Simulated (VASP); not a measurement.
A run of VASP 6.6.1 is set up as follows.

File POSCAR:

```
H10C3
1.0
    7.1919660000      0.0000000000      0.0000000000
    0.0000000000      7.1919660000      0.0000000000
    0.0000000000      0.0000000000      7.1919660000
C H
9 30
Direct
    0.2604433892      0.6373917785      0.9395483794
    0.2849012356      0.4312728953      0.9960697812
    0.6220691255      0.2748900648      0.4614315474
    0.7690803878      0.2412831206      0.3138641089
    0.2340528306      0.9801770476      0.5688013542
    0.2507242109      0.9636308069      0.3529076750
    0.6480147431      0.7522143458      0.2552987598
    0.7742806348      0.7214856133      0.7733768486
    0.1351369014      0.4867653712      0.4789510963
    0.3904078523      0.7037435939      0.9164948778
    0.1598867403      0.6329979869      0.8263665318
    0.1988468800      0.7162853662      1.0532864032
    0.1515162891      0.3591507524      0.9878661829
    0.3873766923      0.3515033302      0.9208886694
    0.3392952636      0.4385309942      1.1369074882
    0.4834561231      0.3195927233      0.4079274012
    0.6069133252      0.1484295115      0.5488902478
    0.6603757582      0.3985280242      0.5479725572
    0.8930520528      0.1802566920      0.3751269124
    0.7104038034      0.1656848767      0.2010437758
    0.8220839754      0.3762531692      0.2720396620
    0.2266834966      1.1247689436      0.6095690664
    0.1109571430      0.9080270958      0.6200807957
    0.3513781906      0.9237807854      0.6411181588
    0.3025876374      0.8253237015      0.3075515096
    0.1238604298      0.9968345234      0.2795480401
    0.3540617406      1.0600300391      0.3050487169
    0.7713050924      0.6788964241      0.2215110583
    0.5407283627      0.6779648291      0.3194397749
    0.6050501351      0.8148675898      0.1280178466
    0.7041468216      0.8497259303      0.3556329382
    0.7874342009      0.8465557262      0.8571230732
    0.7999898776      0.6153672028      0.8805102805
    0.8793701194      0.7049254682      0.6645609837
    0.6405202694      0.7099171492      0.7068164672
    0.2629322775      0.5434258171      0.5217488514
    0.0524891247      0.4322183948      0.5895745336
    0.1583433515      0.3712475838      0.3820234968
    0.0629452364      0.6038682608      0.4289647643
```

Contents of INCAR.step1:

```
PREC     = Accurate       # precision mode
ENCUT    = 580            # plane-wave cutoff, eV
ISMEAR   = -1             # smearing method
SIGMA    = 0.05           # smearing width, eV
LREAL    = Auto         
LASPH    = T              # aspherical terms in the spheres
NELM     = 120            # most SCF steps
NBANDS   = 58             # bands
GGA      = PE             # functional
ALGO     = Normal         # electronic algorithm
EDIFF    = 1E-5           # SCF threshold, eV
LWAVE    = T              # write WAVECAR
LCHARG   = F              # write CHGCAR
GGA_COMPAT= F
```

INCAR.step2

```
PREC     = Accurate       # precision mode
ENCUT    = 580            # plane-wave cutoff, eV
EDIFF    = 1E-6           # SCF threshold, eV
ISMEAR   = -1             # smearing method
SIGMA    = 0.05           # smearing width, eV
LREAL    = Auto         
LASPH    = T              # aspherical terms in the spheres
NELM     = 120            # most SCF steps
ALGO     = Normal         # electronic algorithm
ISIF     = 2              # what is computed and relaxed
LWAVE    = F              # write WAVECAR
LCHARG   = F              # write CHGCAR
METAGGA  = R2SCAN         # meta-GGA
LMIXTAU  = T            
IVDW     = 12             # dispersion correction
VDW_S6   = 1.0          
VDW_S8   = 0.78981345   
VDW_A1   = 0.49484001   
VDW_A2   = 5.73083694   
NBANDS   = 58             # bands
ISTART   = 1            
GGA_COMPAT= F
```

The input KPOINTS:

```
Automatic mesh
0
Gamma
  1 1 1
```

Potentials or basis: VASP PAW PBE potentials, release 64 (C, H).

Launch:

```console
$ cat potpaw_PBE.64/C/POTCAR potpaw_PBE.64/H/POTCAR > POTCAR
$ cp INCAR.step1 INCAR
$ mpirun -np 1 vasp_gam > vasp.out
$ cp INCAR.step2 INCAR
$ mpirun -np 1 vasp_gam > vasp.out
```

What does it give for the pressure?

1.5 GPa.

Predict the dispersion energy per atom.

-0.019 eV.

Forces on the atoms (eV/Å):
```
C   -1.082 -1.417  0.281
C    0.170  0.963  0.775
C   -0.466  0.651  0.882
C    0.198  1.334  0.907
C   -0.623 -0.026 -1.190
C    0.554 -0.756  0.919
C    1.395  1.176  0.184
C    0.741 -0.512  0.512
C   -0.224 -1.229 -0.417
H    0.686  0.348 -0.770
H    0.487  0.798 -0.329
H   -0.291 -0.161  0.044
H    0.088 -0.084  0.321
H    0.204  0.051 -0.681
H   -0.221 -0.596  0.350
H    0.717 -0.648 -0.051
H   -0.223  0.694 -0.136
H    0.088 -0.892 -0.019
H   -0.165 -0.654 -0.076
H    0.123 -0.584 -0.811
H   -0.171  0.076 -0.670
H   -0.180  0.301  0.078
H   -0.010  0.080  0.026
H    0.638 -0.388  0.117
H   -0.577  0.577  0.351
H   -0.416 -0.051 -0.006
H    0.454  0.429 -0.271
H    0.526 -1.370 -0.253
H   -0.851 -1.207  0.444
H   -0.481  0.662 -0.307
H   -0.482  0.677 -0.012
H    0.074  0.531 -0.589
H   -0.370 -0.311 -0.549
H   -0.039  0.372  0.365
H   -0.431 -0.078  0.185
H    1.331  0.101  0.845
H   -0.076 -0.265  0.876
H   -0.206  0.707 -0.146
H   -0.890  0.701 -1.179
```

Caveat: the k points lie up to 0.87 Å⁻¹ apart; the PAW data sets were made with another functional, which shifts forces and pressure a little.
